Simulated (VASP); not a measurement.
# AlCu: single point with PBEsol

The system is AlCu.

```
Al Cu
1.0
     2.99751   -0.08993    0.00000
    -0.08993    2.99751    0.00000
     0.00000    0.00000    2.99751
Al Cu
1 1
Direct
  0.00000 0.00000 0.00000
  0.50000 0.50000 0.50000
```

This cell differs from its parent crystal: strain -0.0600 x Voigt [0, 0, 0, 0, 0, 1].

```
Program                : VASP 6.6.1
Task                   : single point
Functional             : PBEsol
Potentials or basis    : VASP PAW PBE potentials, release 64 (Al, Cu)
Cutoff                 : 520 eV
k mesh                 : 16 × 16 × 16
Occupations            : gaussian, width 0.15 eV
Spin                   : no spin polarisation
Dipole correction      : no
Further INCAR settings : ALGO = Fast; EDIFF = 1e-06; NBANDS = 14
```

* Pressure: -3.9 GPa
* Band gap on the k mesh: zero (band 7 reaches 12.60 eV, above the bottom of band 8 at 7.92 eV)

Stress tensor (GPa, compression positive):
```
-3.56  2.58  0.00
 2.58 -3.56  0.00
 0.00  0.00 -4.72
```

Levels at points of the mesh, in eV from the Fermi level:
| k point | band 4 | band 5 | band 6 | band 7 | band 8 | band 9 | band 10 | band 11 |
| --- | --- | --- | --- | --- | --- | --- | --- | --- |
| (0.00, 0.00, 0.00) | -3.91 | -3.85 | -3.79 | 3.67 | 3.86 | 4.14 | 6.36 | 6.39 |
| (0.50, 0.00, 0.00) | -4.29 | -4.27 | -3.79 | -3.10 | 6.93 | 8.08 | 8.34 | 8.34 |
| (0.50, 0.50, 0.00) | -4.14 | -4.02 | -3.47 | -3.29 | -1.02 | 0.17 | 10.05 | 12.56 |
| (0.00, 0.00, 0.50) | -4.37 | -4.20 | -3.80 | -3.11 | 7.28 | 7.87 | 8.38 | 8.49 |
| (0.50, 0.00, 0.50) | -4.17 | -3.67 | -3.67 | -3.47 | -0.81 | -0.09 | 9.88 | 12.44 |
| (0.50, 0.50, 0.50) | -3.45 | -3.45 | 0.45 | 0.52 | 1.15 | 1.91 | 2.08 | 2.15 |

Run time: 72 s on 1 thread of Intel(R) Xeon(R) 6975P-C (Granite Rapids) (shared host), peak memory 0.35 GiB.

Caveat: the cell differs from its parent crystal (strain -0.0600 x Voigt [0, 0, 0, 0, 0, 1]); the PAW data sets were made with another functional, which shifts forces and pressure a little.
